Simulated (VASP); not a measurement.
# RePb (Pm-3m) in VASP: further runs, part 2 of 2

VASP 6.6.1. Earlier steps stand in the parts before.

## Step 4: Relaxation of cell and atoms, PBE

This run uses another cell than the first one, of 23.21 Å³/atom.

INCAR

```
SYSTEM = RePb
ALGO     = Normal         ! electronic algorithm
EDIFF    = 1E-6           ! SCF threshold, eV
EDIFFG   = -0.04          ! ionic threshold
ENCUT    = 600            ! plane-wave cutoff, eV
GGA      = PE             ! functional
IBRION   = 2              ! ionic algorithm
ISIF     = 3              ! what is computed and relaxed
ISMEAR   = 0              ! smearing method
LASPH    = .TRUE.         ! aspherical terms in the spheres
LCHARG   = .FALSE.        ! write CHGCAR
LREAL    = .FALSE.        ! projectors in reciprocal space
LWAVE    = .FALSE.        ! write WAVECAR
NELM     = 100            ! most SCF steps
NSW      = 90             ! ionic steps
PREC     = Accurate       ! precision mode
SIGMA    = 0.1            ! smearing width, eV
```

KPOINTS

```
k-points
0
G
  6 6 6
  0 0 0
```

POSCAR

```
RePb
1.0
    3.5939039314      0.0000000000      0.0000000000
    0.0000000000      3.5939039314      0.0000000000
    0.0000000000      0.0000000000      3.5939039314
Re Pb
1 1
Direct
    0.0000000000      0.0000000000      0.0000000000
    0.5000000000      0.5000000000      0.5000000000
```

Potentials or basis: VASP PAW PBE potentials, release 64 (Re, Pb_d).

Run with:

```bash
$ cat potpaw_PBE.64/Re/POTCAR potpaw_PBE.64/Pb_d/POTCAR > POTCAR
$ mpirun -np 1 vasp_std > vasp.out
```

OUTCAR:

```text
SYSTEM = RePb
   EDIFF = 1E-6
   EDIFFG = -0.04
   ENCUT = 600
   GGA = PE
   IBRION = 2
   ISIF = 3
   ISMEAR = 0
   LASPH = .TRUE.
   LREAL = .FALSE.
   NELM = 100
   NSW = 90
   PREC = Accurate

 ion  position               nearest neighbor table
   1  0.000  0.000  0.000-   2 3.11   2 3.11   2 3.11   2 3.11   2 3.11   2 3.11   2 3.11   2 3.11

   2  0.500  0.500  0.500-   1 3.11   1 3.11   1 3.11   1 3.11   1 3.11   1 3.11   1 3.11   1 3.11

  LATTYP: Found a simple cubic cell.
 ALAT       =     3.5939039314

  Lattice vectors:

 A1 = (   3.5939039314,   0.0000000000,   0.0000000000)
 A2 = (   0.0000000000,   3.5939039314,   0.0000000000)
 A3 = (   0.0000000000,   0.0000000000,   3.5939039314)

Analysis of symmetry for initial positions (statically):
=====================================================================
 Subroutine PRICEL returns:
 Original cell was already a primitive cell.

 Routine SETGRP: Setting up the symmetry group for a
 simple cubic supercell.

 Subroutine GETGRP returns: Found 48 space group operations
 (whereof 48 operations were pure point group operations)
 out of a pool of 48 trial point group operations.

The static configuration has the point symmetry O_h .

Analysis of symmetry for dynamics (positions and initial velocities):
=====================================================================
 Subroutine PRICEL returns:
 Original cell was already a primitive cell.

 Routine SETGRP: Setting up the symmetry group for a
[... 185 lines left out ...]
--------------------------------------- Ionic step        2  -------------------------------------------

 number of electron      21.0000003 magnetization

 E-fermi :  12.4708     XC(G=0): -13.6963

 val. band max:       12.3894282106   @ k =   0.5000   0.3333   0.3333
 cond. band min:      12.5505167673   @ k =   0.5000   0.1667   0.0000
 fundamental gap:      0.1610885566
 Fermi energy:        12.4708289082

 k-point     1 :       0.0000    0.0000    0.0000
  band No.  band energies     occupation
      1      -5.4257      2.00000
      2      -5.4257      2.00000
      3      -4.6525      2.00000
      4      -4.6525      2.00000
      5      -4.6525      2.00000
      6      -2.1703      2.00000
      7       9.0628      2.00000
      8       9.0628      2.00000
      9      13.1697      0.00000
     10      13.1697      0.00000
     11      13.1697      0.00000
     12      15.5419      0.00000
     13      15.5419      0.00000
     14      15.5419      0.00000
[... 428 lines left out ...]
--------------------------------------- Ionic step        5  -------------------------------------------

 number of electron      21.0000000 magnetization

 Free energy of the ion-electron system (eV)
  ---------------------------------------------------
  ext. energy  EPLUGINS =         0.00000000
  ---------------------------------------------------
  free energy    TOTEN  =       -13.37273902 eV

  energy without entropy =      -13.36679796  energy(sigma->0) =      -13.36976849

 E-fermi :   9.0467     XC(G=0): -12.4384

 val. band max:        8.9627863184   @ k =   0.5000   0.5000   0.3333
 cond. band min:       9.1273028152   @ k =   0.5000   0.3333   0.1667
 fundamental gap:      0.1645164968
 Fermi energy:         9.0467133570

 k-point     1 :       0.0000    0.0000    0.0000
  band No.  band energies     occupation
      1      -7.9010      2.00000
      2      -7.9010      2.00000
      3      -7.5105      2.00000
      4      -7.5105      2.00000
      5      -7.5105      2.00000
      6      -3.3806      2.00000
      7       6.5949      2.00000
      8       6.5949      2.00000
      9       9.5709      0.00000
     10       9.5709      0.00000
     11       9.5709      0.00000
     12      11.7750      0.00000
     13      11.7750      0.00000
     14      11.7750      0.00000
[... 350 lines left out ...]
  FREE ENERGIE OF THE ION-ELECTRON SYSTEM (eV)
  ---------------------------------------------------
  free  energy   TOTEN  =       -13.3727390159 eV

  energy  without entropy=      -13.3667979605  energy(sigma->0) =      -13.36976849

 reached required accuracy - stopping structural energy minimisation
```

OSZICAR:

```text
N       E                     dE             d eps       ncg     rms          rms(c)
DAV:   1     0.147044774935E+03    0.14704E+03   -0.11636E+04   858   0.192E+03
DAV:   2    -0.426957093665E+01   -0.15131E+03   -0.14835E+03   888   0.520E+02
DAV:   3    -0.128081234697E+02   -0.85386E+01   -0.83714E+01   824   0.103E+02
[... 47 lines left out ...]
DAV:   3    -0.133727423854E+02    0.41864E-03   -0.19826E-03   952   0.113E+00    0.942E-02
DAV:   4    -0.133727341816E+02    0.82038E-05   -0.64121E-05  1016   0.136E-01    0.489E-02
DAV:   5    -0.133727373898E+02   -0.32081E-05   -0.28842E-05   998   0.943E-02    0.428E-03
DAV:   6    -0.133727385250E+02   -0.11352E-05   -0.18496E-06   348   0.344E-02    0.303E-03
DAV:   7    -0.133727390159E+02   -0.49091E-06   -0.12799E-06   378   0.166E-02
   5 F= -.13372739E+02 E0= -.13369768E+02  d E =-.574418E+00
```

It took 31 s on 1 thread of Intel Xeon 6975P-C (Granite Rapids), shared host; peak memory 0.19 GiB.

Results:

```yaml
Free_energy: -13.3727 eV
Relaxed_volume: 19.15 Å³/atom
Relaxed_cell: a = 3.371 Å, b = 3.371 Å, c = 3.371 Å, α = 90.00°, β = 90.00°, γ = 90.00°
Space_group_after_relaxing_to_0.1_Å: Pm-3m (No. 221)
Energy_gained_by_relaxing: 287.2 meV/atom
Ionic_steps: 5
Pressure_after_relaxing: 0.1 GPa
Band_gap_on_the_k_mesh: zero (an odd number of electrons rules out a gap without spin polarisation)
```

Step by step:
```csv
step,energy change (eV),largest force (eV/Å),pressure (GPa),volume (Å³)
1,0.0000,0.0000,-18.50,46.42
2,0.6372,0.0000,63.22,30.64
3,-0.5724,0.0000,-1.62,38.71
4,-0.5742,0.0000,-0.52,38.44
5,-0.5744,0.0000,0.09,38.29
```

Final structure:
```yaml
crystal:
  lattice:
    - [3.37060, 0.00000, 0.00000]
    - [0.00000, 3.37060, 0.00000]
    - [0.00000, 0.00000, 3.37060]
  atoms:
    - { symbol: Re, position: [0.00000, 0.00000, 0.00000] }
    - { symbol: Pb, position: [0.50000, 0.50000, 0.50000] }
```

Levels at points of the mesh, in eV from the Fermi level:
| k point | band 6 | band 7 | band 8 | band 9 | band 10 | band 11 | band 12 | band 13 | band 14 |
| --- | --- | --- | --- | --- | --- | --- | --- | --- | --- |
| (0.00, 0.00, 0.00) | -12.43 | -2.45 | -2.45 | 0.52 | 0.52 | 0.52 | 2.73 | 2.73 | 2.73 |
| (0.50, 0.00, 0.00) | -9.47 | -6.96 | -2.43 | -1.78 | -1.78 | 0.35 | 1.59 | 8.18 | 8.96 |
| (0.50, 0.50, 0.00) | -8.59 | -3.19 | -3.19 | -2.55 | -0.35 | -0.35 | 1.58 | 2.30 | 3.01 |
| (0.50, 0.50, 0.50) | -5.45 | -4.72 | -4.72 | -4.72 | 1.68 | 1.68 | 3.62 | 3.62 | 3.62 |

Caveat: the volume moved by over 15 % at a fixed basis, so the end points are rough; spin-orbit coupling is left out, which moves the levels of the heavy elements.

## Step 5: Single point, PBE

INCAR

```
PREC = Accurate ; ENCUT = 520
EDIFF = 1E-7 ; ISMEAR = 0
SIGMA = 0.1 ; LREAL = False
LASPH = True ; NELM = 60
ALGO = Normal ; ISIF = 2
LWAVE = False ; LCHARG = False
GGA = PE ; NBANDS = 18
```

KPOINTS

```
Automatic mesh
0
Gamma
  16 16 16
```

POSCAR

```
RePb
1.0
    3.3727477475      0.0000000000      0.0000000000
    0.0000000000      3.3727477475      0.0000000000
    0.0000000000      0.0000000000      3.3727477475
Re Pb
1 1
Direct
    0.0000000000      0.0000000000      0.0000000000
    0.5000000000      0.5000000000      0.5000000000
```

Run with:

```bash
$ cat potpaw_PBE.64/Re/POTCAR potpaw_PBE.64/Pb_d/POTCAR > POTCAR
$ mpirun -np 1 vasp_std > vasp.out
```

Wall time 48 s (1 thread of Intel Xeon 6975P-C (Granite Rapids), shared host); peak memory 0.25 GiB.

It converged, with:

```yaml
Free_energy: -13.3697 eV
Pressure: -0.1 GPa
Band_gap_on_the_k_mesh: zero (an odd number of electrons rules out a gap without spin polarisation)
```

Levels at points of the mesh, in eV from the Fermi level:
```tsv
k point	band 7	band 8	band 9	band 10	band 11	band 12	band 13	band 14
(0.00, 0.00, 0.00)	-2.51	-2.51	0.47	0.47	0.47	2.69	2.69	2.69
(0.50, 0.00, 0.00)	-6.99	-2.49	-1.82	-1.82	0.30	1.52	8.11	8.92
(0.50, 0.50, 0.00)	-3.23	-3.23	-2.61	-0.40	-0.40	1.51	2.24	2.94
(0.50, 0.50, 0.50)	-4.75	-4.75	-4.75	1.61	1.61	3.55	3.55	3.55
```

Caveat: spin-orbit coupling is left out, which moves the levels of the heavy elements.

## Step 6: Relaxation of cell and atoms, PBE

INCAR

```
SYSTEM = RePb
ALGO     = Fast           ! electronic algorithm
EDIFF    = 1E-7           ! SCF threshold, eV
EDIFFG   = -0.01          ! ionic threshold
ENCUT    = 600            ! plane-wave cutoff, eV
GGA      = PE             ! functional
IBRION   = 2              ! ionic algorithm
ISIF     = 3              ! what is computed and relaxed
ISMEAR   = 0              ! smearing method
LASPH    = .TRUE.         ! aspherical terms in the spheres
LCHARG   = .FALSE.        ! write CHGCAR
LREAL    = .FALSE.        ! projectors in reciprocal space
LWAVE    = .FALSE.        ! write WAVECAR
NELM     = 80             ! most SCF steps
NSW      = 100            ! ionic steps
PREC     = Accurate       ! precision mode
SIGMA    = 0.1            ! smearing width, eV
```

KPOINTS

```
k-points
0
G
  16 16 16
  0 0 0
```

POSCAR

```
RePb
1.0
    3.3736869194      0.0000000000      0.0000000000
    0.0000000000      3.3736869194      0.0000000000
    0.0000000000      0.0000000000      3.3736869194
Re Pb
1 1
Direct
    0.0000000000      0.0000000000      0.0000000000
    0.5000000000      0.5000000000      0.5000000000
```

Potentials or basis: VASP PAW PBE potentials, release 64 (Re, Pb_d).

Run with:

```bash
$ cat potpaw_PBE.64/Re/POTCAR potpaw_PBE.64/Pb_d/POTCAR > POTCAR
$ mpirun -np 1 vasp_std > vasp.out
```

It took 2.5 min on 1 thread of Intel Xeon 6975P-C (Granite Rapids), shared host; peak memory 0.27 GiB.

The run converged. Its results:

```
Free energy                           : -13.3704 eV
Relaxed volume                        : 19.18 Å³/atom
Relaxed cell                          : a = 3.373 Å, b = 3.373 Å, c = 3.373 Å, α = 90.00°, β = 90.00°, γ = 90.00°
Space group after relaxing (to 0.1 Å) : Pm-3m (No. 221)
Energy gained by relaxing             : 0.0 meV/atom
Ionic steps                           : 3
Pressure after relaxing               : 0.0 GPa
Band gap on the k mesh                : zero (an odd number of electrons rules out a gap without spin polarisation)
```

Final structure:
```
Re Pb
1.0
     3.37258    0.00000    0.00000
     0.00000    3.37258    0.00000
     0.00000    0.00000    3.37258
Re Pb
1 1
Direct
  0.00000 0.00000 0.00000
  0.50000 0.50000 0.50000
```

Levels at points of the mesh, in eV from the Fermi level:
```
           k point  band 7  band 8  band 9  band 10  band 11  band 12  band 13  band 14
(0.00, 0.00, 0.00)   -2.51   -2.51    0.47     0.47     0.47     2.69     2.69     2.69
(0.50, 0.00, 0.00)   -6.99   -2.49   -1.82    -1.82     0.30     1.52     8.11     8.92
(0.50, 0.50, 0.00)   -3.23   -3.23   -2.61    -0.40    -0.40     1.51     2.24     2.94
(0.50, 0.50, 0.50)   -4.75   -4.75   -4.75     1.61     1.61     3.55     3.55     3.55
```

Caveat: spin-orbit coupling is left out, which moves the levels of the heavy elements.

## Step 7: Overview

| task | cell | k mesh | cutoff (eV) | gap on the mesh (eV) | pressure (GPa) | relaxed volume (Å³/atom) |
| --- | --- | --- | --- | --- | --- | --- |
| single point | a = 3.374 Å, 2 atoms | 6 × 6 × 6 | 520 | none | -0.4 | - |
| single point | a = 3.594 Å, 2 atoms | 6 × 6 × 6 | 520 | none | -18.6 | - |
| relaxation of cell and atoms | relaxed from a = 3.594 Å, 2 atoms | 6 × 6 × 6 | 600 | none | 0.1 | 19.15 |
| single point | a = 3.373 Å, 2 atoms | 16 × 16 × 16 | 520 | none | -0.1 | - |
| relaxation of cell and atoms | relaxed from a = 3.374 Å, 2 atoms | 16 × 16 × 16 | 600 | none | 0.0 | 19.18 |

Alike in all rows: level PBE; potentials or basis VASP PAW PBE potentials, release 64 (Re, Pb_d); no spin polarisation; smearing gaussian 0.1 eV.

Caveats: spin-orbit coupling is left out, which moves the levels of the heavy elements; the cell stands under tension (at least some runs); the volume moved by over 15 % at a fixed basis, so the end points are rough (at least some runs).

Absolute energies hang on the potentials; compare differences alone.
